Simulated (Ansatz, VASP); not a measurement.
# Li2ZnO2: VASP beside Ansatz

```
Li Zn O
1.0
     4.69262    0.00000    0.00000
     0.00000    4.69262    0.00000
     0.00000    0.00000    4.69262
Li Zn O
4 2 4
Direct
  0.25000 0.25000 0.25000
  0.75000 0.75000 0.25000
  0.75000 0.25000 0.75000
  0.25000 0.75000 0.75000
  0.00000 0.00000 0.00000
  0.50000 0.50000 0.50000
  0.75000 0.75000 0.75000
  0.25000 0.25000 0.75000
  0.25000 0.75000 0.25000
  0.75000 0.25000 0.25000
```

Alike in both runs: task relaxation of cell and atoms; functional PBE; k mesh 6 × 6 × 6; occupations gaussian, width 0.02 eV; no spin polarisation.

|  | VASP | Ansatz |
| --- | --- | --- |
| version | VASP 6.6.1 | Ansatz 0.2.0 |
| potentials or method | VASP PAW PBE potentials, release 64 (Li_sv, Zn, O), cutoff 600 eV | scalar-relativistic, plane waves, PAW |
| valence electrons in the cell | 60 | 60 |

|  | VASP | Ansatz | Ansatz less VASP |
| --- | --- | --- | --- |
| gap on the k mesh at the Fermi level, each at its own relaxed structure (eV) | 1.25 | 1.27 | +0.024 |
| relaxed volume (Å³/atom) | 10.35 | 10.33 | -0.021 |
| relaxed length of the cell vector where the two differ most in proportion (Å) | 4.696 | 4.693 | -0.0031 |

Noted on VASP's run: the cutoff is under 1.25 times that of the potentials, so the pressure is a little rough.
